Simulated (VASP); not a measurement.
# In in VASP: further runs

The runs below take In through single point, with LDA.

Everything below comes from runs of VASP 6.6.1. Logs are shortened: lines on timing, memory, paths and dates and some standing lists are left out, and cuts for length are marked.

### 1 The cell of the first run

The cell holds a slab with vacuum, 6 atoms: a = 3.329 Å, b = 3.329 Å, c = 26.139 Å, α = 90.00°, β = 90.00°, γ = 84.01°.

### 2 Single point, LDA

The input, INCAR:

```
SYSTEM = In
PREC = Accurate
ENCUT = 520
EDIFF = 1E-7
ISMEAR = 0
SIGMA = 0.1
LREAL = .FALSE.
LASPH = .TRUE.
NELM = 100
ALGO = Normal
ISIF = 2
LWAVE = .FALSE.
LCHARG = .FALSE.
LDIPOL = .TRUE.
IDIPOL = 3
DIPOL = 0.5 0.5 0.500
NBANDS = 48
```

The input, KPOINTS:

```
regular mesh
0
G
  10 10 1
  0 0 0
```

The input, POSCAR:

```
In
1.0
    3.3292651161      0.0000000000      0.0000000000
    0.3476652920      3.3110625271      0.0000000000
    0.0000000000      0.0000000000     26.1391967197
In
6
Direct
    0.5000000000      0.5000000000      0.2869254201
    0.0000000000      0.0000000000      0.3721552521
    0.5000000000      0.5000000000      0.4573850840
    0.0000000000      0.0000000000      0.5426149160
    0.5000000000      0.5000000000      0.6278447479
    0.0000000000      0.0000000000      0.7130745799
```

Potentials or basis: VASP PAW LDA potentials, release 64 (In_d).

On the command line:

```sh
$ cat potpaw_LDA.64/In_d/POTCAR > POTCAR
$ mpirun -np 1 vasp_std > vasp.out
```

OUTCAR:

```text
SYSTEM = In
   PREC = Accurate
   ENCUT = 520
   EDIFF = 1E-7
   ISMEAR = 0
   LREAL = .FALSE.
   LASPH = .TRUE.
   NELM = 100
   ISIF = 2

 ion  position               nearest neighbor table
   1  0.500  0.500  0.287-   2 3.15   2 3.15   2 3.33   2 3.33
   2  0.000  0.000  0.372-   3 3.15   3 3.15   1 3.15   1 3.15   3 3.33   3 3.33   1 3.33   1 3.33

   3  0.500  0.500  0.457-   2 3.15   2 3.15   4 3.15   4 3.15   2 3.33   2 3.33   4 3.33   4 3.33

   4  0.000  0.000  0.543-   5 3.15   5 3.15   3 3.15   3 3.15   5 3.33   5 3.33   3 3.33   3 3.33

   5  0.500  0.500  0.628-   4 3.15   4 3.15   6 3.15   6 3.15   4 3.33   4 3.33   6 3.33   6 3.33

   6  0.000  0.000  0.713-   5 3.15   5 3.15   5 3.33   5 3.33

  LATTYP: Found a base centered orthorhombic cell.
 ALAT       =     4.4556786879
 B/A-ratio  =     1.1104986324
 C/A-ratio  =     5.8664905059

  Lattice vectors:

 A1 = (  -0.3476652920,  -3.3110625271,   0.0000000000)
 A2 = (   3.3292651161,   0.0000000000,   0.0000000000)
 A3 = (   0.0000000000,   0.0000000000,  26.1391967197)

Analysis of symmetry for initial positions (statically):
=====================================================================
 Subroutine PRICEL returns:
 Original cell was already a primitive cell.

 Routine SETGRP: Setting up the symmetry group for a
 base centered orthorhombic supercell.

 Subroutine GETGRP returns: Found  8 space group operations
 (whereof  4 operations were pure point group operations)
 out of a pool of  8 trial point group operations.

The static configuration has the point symmetry C_2v.
 The point group associated with its full space group is D_2h.

Analysis of symmetry for dynamics (positions and initial velocities):
=====================================================================
 Subroutine PRICEL returns:
 Original cell was already a primitive cell.

 Routine SETGRP: Setting up the symmetry group for a
 base centered orthorhombic supercell.

 Subroutine GETGRP returns: Found  8 space group operations
 (whereof  4 operations were pure point group operations)
 out of a pool of  8 trial point group operations.

The dynamic configuration has the point symmetry C_2v.
 The point group associated with its full space group is D_2h.

 Subroutine INISYM returns: Found  8 space group operations
 (whereof  4 operations are pure point group operations),
 and found     1 'primitive' translations

----------------------------------------------------------------------------------------

                                     Primitive cell

  volume of cell :     288.1430

  direct lattice vectors                    reciprocal lattice vectors
     3.329265116  0.000000000  0.000000000     0.300366587 -0.031538830  0.000000000
     0.347665292  3.311062527  0.000000000     0.000000000  0.302017854  0.000000000
     0.000000000  0.000000000 26.139196720     0.000000000  0.000000000  0.038256723

  length of vectors
     3.329265116  3.329265116 26.139196720     0.302017854  0.302017854  0.038256723

  position of ions in fractional coordinates (direct lattice)
     0.500000000  0.500000000  0.286925420
     0.000000000  0.000000000  0.372155252
     0.500000000  0.500000000  0.457385084
     0.000000000  0.000000000  0.542614916
     0.500000000  0.500000000  0.627844748
     0.000000000  0.000000000  0.713074580

  ion indices of the primitive-cell ions
   primitive index   ion index
                 1           1
                 2           2
                 3           3
                 4           4
                 5           5
                 6           6

----------------------------------------------------------------------------------------

 KPOINTS: regular mesh

Automatic generation of k-mesh.
 Grid dimensions read from file:
 generate k-points for:   10   10    1

 Generating k-lattice:

  Cartesian coordinates                     Fractional coordinates (reciprocal lattice)
     0.030036659 -0.003153883  0.000000000     0.100000000 -0.000000000  0.000000000
     0.000000000  0.030201785  0.000000000     0.000000000  0.100000000  0.000000000
     0.000000000  0.000000000  0.038256723     0.000000000  0.000000000  1.000000000

  Length of vectors
     0.030201785  0.030201785  0.038256723

  Shift w.r.t. Gamma in fractional coordinates (k-lattice)
     0.000000000  0.000000000  0.000000000

 Subroutine IBZKPT returns following result:
 ===========================================

 Found     31 irreducible k-points:

 Following reciprocal coordinates:
            Coordinates               Weight
  0.000000  0.000000  0.000000      1.000000
  0.100000 -0.000000  0.000000      4.000000
  0.200000 -0.000000  0.000000      4.000000
  0.300000  0.000000  0.000000      4.000000
  0.400000 -0.000000  0.000000      4.000000
  0.500000  0.000000  0.000000      2.000000
[... 16 lines left out ...]
  0.300000  0.300000  0.000000      2.000000
  0.400000  0.300000  0.000000      4.000000
 [... further k-points ...]
   k-points           NKPTS =     31   k-points in BZ     NKDIM =     31   number of bands    NBANDS=     48
   number of dos      NEDOS =    301   number of ions     NIONS =      6
   total plane-waves  NPLWV = 153664
   dimension x,y,z NGX =    28 NGY =   28 NGZ =  196
   dimension x,y,z NGXF=    56 NGYF=   56 NGZF=  392
   ions per type =               6
   NGX,Y,Z   is equivalent  to a cutoff of  13.98, 13.98, 12.47 a.u.
   NGXF,Y,Z  is equivalent  to a cutoff of  27.96, 27.96, 24.93 a.u.
 SYSTEM =  In
   PREC   = accura    normal or accurate (medium, high low for compatibility)
   ISTART =      0    job   : 0-new  1-cont  2-samecut
   ICHARG =      2    charge: 1-file 2-atom 10-const
   ISPIN  =      1    spin polarized calculation?
   LNONCOLLINEAR =      F non collinear calculations
   LSORBIT =      F    spin-orbit coupling
   LASPH  =      T    aspherical Exc in radial PAW
   ENCUT  =  520.0 eV  38.22 Ry    6.18 a.u.   6.19  6.19 48.60*2*pi/ulx,y,z
   NELM   =    100;   NELMIN=  2; NELMDL= -5     # of ELM steps
   EDIFF  = 0.1E-06   stopping-criterion for ELM
   LREAL  =      F    real-space projection
   EDIFFG = 0.1E-05   stopping-criterion for IOM
   NSW    =      0    number of steps for IOM
   IBRION =     -1    ionic relax: 0-MD 1-quasi-New 2-CG
   NFREE  =      0    steps in history (QN), initial steepest desc. (CG)
   ISIF   =      2    stress and relaxation
   ISYM   =      2    0-nonsym 1-usesym 2-fastsym
   POTIM  = 0.5000    time-step for ionic-motion
   TEBEG  =    0.0;   TEEND  =   0.0 temperature during run
   PSTRESS=    0.0 pullay stress
   NELECT =      78.0000    total number of electrons
   NUPDOWN=      -1.0000    fix difference up-down
   EMIN   =  10.00;   EMAX   =-10.00  energy-range for DOS
   EFERMI =   0.00;   METHOD = LEGACY
   ISMEAR =     0;   SIGMA  =   0.10  broadening in eV -4-tet -1-fermi 0-gaus
   EFERMI_NEDOS =   21; number of points for ismear=-14 and -15
   IALGO  =     38    algorithm
   IMIX   =      4    mixing-type and parameters
     AMIX     =   0.40;   BMIX     =  1.00
     AMIX_MAG =   1.60;   BMIX_MAG =  1.00
  volume/ion in A,a.u.               =      48.02       324.08
  Fermi-wavevector in a.u.,A,eV,Ry     =   1.059019  2.001255 15.259219  1.121521
  Thomas-Fermi vector in A             =   2.194349
   LORBIT       =      0    0 simple, 1 ext, 2 COOP (PROOUT), +10 PAW based schemes
   GGA     = CA    functional components
   LHFCALC =     F    Hartree Fock is set to
   AEXX    =    0.0000 exact exchange contribution
   IVDW    =     0    specifies the selected vdW correction
   LEPSILON=     F    determine dielectric tensor
   LRPA    =     F    only Hartree local field effects (RPA)
 non-spin polarized calculation
 Gauss-broadening in eV      SIGMA  =   0.10
  energy-cutoff  :      520.00
  volume of cell :      288.14
 maximum number of plane-waves:      7806
 NGX is ok and might be reduce to    28
   NGX = 13   NGY = 13   NGZ = 97

 dipolmoment           0.000000      0.000000     -0.000000 electrons x Angstroem

 number of electron      78.0000032 magnetization

 dipolmoment           0.000000      0.000000      0.000000 electrons x Angstroem

 Free energy of the ion-electron system (eV)
  ---------------------------------------------------
  ext. energy  EPLUGINS =         0.00000000
  ---------------------------------------------------
  free energy    TOTEN  =       -18.58200154 eV

  energy without entropy =      -18.56725900  energy(sigma->0) =      -18.57463027

 E-fermi :   1.9597     XC(G=0):  -6.2288

 val. band max:        1.9344103889   @ k =   0.2000  -0.0000   0.0000
 cond. band min:       1.9815399990   @ k =   0.3000   0.0000   0.0000
 fundamental gap:      0.0471296101
 Fermi energy:         1.9597305519

 k-point     1 :       0.0000    0.0000    0.0000
  band No.  band energies     occupation
      1     -12.8500      2.00000
      2     -12.7919      2.00000
      3     -12.7705      2.00000
      4     -12.7215      2.00000
      5     -12.7116      2.00000
      6     -12.6887      2.00000
[... 40 lines left out ...]
     47       7.7092      0.00000
     48       7.9674      0.00000

 k-point     2 :       0.1000   -0.0000    0.0000
  band No.  band energies     occupation
      1     -12.8269      2.00000
      2     -12.7722      2.00000
      3     -12.7503      2.00000
      4     -12.7170      2.00000
      5     -12.6973      2.00000
      6     -12.6724      2.00000
[... 40 lines left out ...]
     47       7.2581      0.00000
     48       7.8883      0.00000

 k-point     3 :       0.2000   -0.0000    0.0000
  band No.  band energies     occupation
      1     -12.7795      2.00000
      2     -12.7337      2.00000
      3     -12.7055      2.00000
      4     -12.6836      2.00000
      5     -12.6728      2.00000
      6     -12.6608      2.00000
[... 1060 lines left out ...]
     47       5.2527      0.00000
     48       5.6102      0.00000

 k-point    24 :       0.4000    0.3000    0.0000
  band No.  band energies     occupation
      1     -12.8574      2.00000
      2     -12.7608      2.00000
      3     -12.7459      2.00000
      4     -12.7272      2.00000
      5     -12.6898      2.00000
      6     -12.6774      2.00000
[... 40 lines left out ...]
     47       4.9699      0.00000
     48       5.0005      0.00000

 [... further k-points ...]

------------------------ aborting loop because EDIFF is reached ----------------------------------------

 vacuum level on the upper side and lower side of the slab       (xc-potential included)        -0.150        -0.150

  FORCE on cell =-STRESS in cart. coord.  units (eV):
  Direction    XX          YY          ZZ          XY          YZ          ZX
  --------------------------------------------------------------------------------------
  -------------------------------------------------------------------------------------
  Total       -2.2197606     -2.1929376      0.4798989     -0.1277272      0.0000000      0.0000000
  in kB      -12.3426588    -12.1935133      2.6684085     -0.7102089      0.0000000      0.0000000
  external PRESSURE =      -7.2892545 kB  Pullay stress =       0.0000000 kB

 VOLUME and BASIS-vectors are now :
 -----------------------------------------------------------------------------
  energy-cutoff  :      520.00
  volume of cell :      288.14
      direct lattice vectors                 reciprocal lattice vectors
     3.329265116  0.000000000  0.000000000     0.300366587 -0.031538830  0.000000000
     0.347665292  3.311062527  0.000000000     0.000000000  0.302017854  0.000000000
     0.000000000  0.000000000 26.139196720     0.000000000  0.000000000  0.038256723

 POSITION                                       TOTAL-FORCE (eV/Angst)
 -----------------------------------------------------------------------------------
      1.83847      1.65553      7.50000        -0.000000      0.000000     -0.026739
      0.00000      0.00000      9.72784        -0.000000      0.000000     -0.024101
      1.83847      1.65553     11.95568         0.000000      0.000000     -0.039355
      0.00000      0.00000     14.18352        -0.000000      0.000000      0.039355
      1.83847      1.65553     16.41136         0.000000      0.000000      0.024101
      0.00000      0.00000     18.63920        -0.000000      0.000000      0.026739
 -----------------------------------------------------------------------------------
    total drift:                                0.000000      0.000000      0.000000

  FREE ENERGIE OF THE ION-ELECTRON SYSTEM (eV)
  ---------------------------------------------------
  free  energy   TOTEN  =       -18.5820015367 eV

  energy  without entropy=      -18.5672589974  energy(sigma->0) =      -18.57463027

 vacuum level on the upper side and lower side of the slab         6.138         6.138
```

Run time: 10 min. Hardware: 1 thread of Intel Xeon 6975P-C (Granite Rapids), shared host; peak memory 0.47 GiB.

Results:

| Quantity | Value |
| --- | --- |
| Free energy | -18.5820 eV |
| Largest force | 0.039 eV/Å |
| Band gap on the k mesh | zero (band 39 reaches 4.95 eV, above the bottom of band 40 at 0.74 eV) |

Forces on the atoms (eV/Å):
```
In   0.000  0.000 -0.027
In   0.000  0.000 -0.024
In   0.000  0.000 -0.039
In   0.000  0.000  0.039
In   0.000  0.000  0.024
In   0.000  0.000  0.027
```

Caveat: spin-orbit coupling is left out, which moves the levels of the heavy elements.

### 3 Single point, LDA

The input, INCAR:

```
SYSTEM = In
  PREC = Accurate
  ENCUT = 520
  EDIFF = 1E-7
  ISMEAR = 0
  SIGMA = 0.1
  LREAL = .FALSE.
  LASPH = .TRUE.
  NELM = 100
  ALGO = Normal
  ISIF = 2
  LWAVE = .FALSE.
  LCHARG = .TRUE.
  LDIPOL = .TRUE.
  IDIPOL = 3
  DIPOL = 0.5 0.5 0.500
  LELF = .TRUE.
  LVHAR = .TRUE.
  LVACPOTAV = .TRUE.
  NBANDS = 48
```

The input, KPOINTS:

```
Automatic mesh
0
G
  10 10 1
  0 0 0
```

The input, POSCAR:

```
In
1.0
    3.3292651161      0.0000000000      0.0000000000
    0.3476652920      3.3110625271      0.0000000000
    0.0000000000      0.0000000000     26.1391967197
In
6
Direct
    0.5000000000      0.5000000000      0.2849436626
    0.0000000000      0.0000000000      0.3703627863
    0.5000000000      0.5000000000      0.4564350028
    0.0000000000      0.0000000000      0.5435649972
    0.5000000000      0.5000000000      0.6296372138
    0.0000000000      0.0000000000      0.7150563372
```

Potentials or basis: VASP PAW LDA potentials, release 64 (In_d).

On the command line:

```sh
$ cat potpaw_LDA.64/In_d/POTCAR > POTCAR
$ mpirun -np 1 vasp_std > vasp.out
```

It took 7.9 min on 1 thread of Intel Xeon 6975P-C (Granite Rapids), shared host; peak memory 0.47 GiB.

Results (log left out):

| Item | Value |
| --- | --- |
| Free energy | -18.5863 eV |
| Largest force | 0.009 eV/Å |
| Band gap on the k mesh | zero (band 39 reaches 4.89 eV, above the bottom of band 40 at 0.73 eV) |

Forces in eV/Å, atoms in the order of the input:
```
In   0.000  0.000 -0.009
In   0.000  0.000 -0.004
In   0.000  0.000 -0.004
In   0.000  0.000  0.004
In   0.000  0.000  0.004
In   0.000  0.000  0.009
```

Levels at points of the mesh, in eV from the Fermi level:
| k point | band 37 | band 38 | band 39 | band 40 | band 41 | band 42 |
| --- | --- | --- | --- | --- | --- | --- |
| (0.00, 0.00, 0.00) | -1.44 | 0.95 | 2.91 | 3.75 | 4.01 | 4.32 |
| (0.50, 0.00, 0.00) | -2.81 | -2.81 | -1.25 | -1.25 | 0.60 | 0.60 |
| (0.50, 0.50, 0.00) | -1.47 | -1.22 | -1.17 | -1.06 | -1.03 | 0.06 |

Caveat: spin-orbit coupling is left out, which moves the levels of the heavy elements.
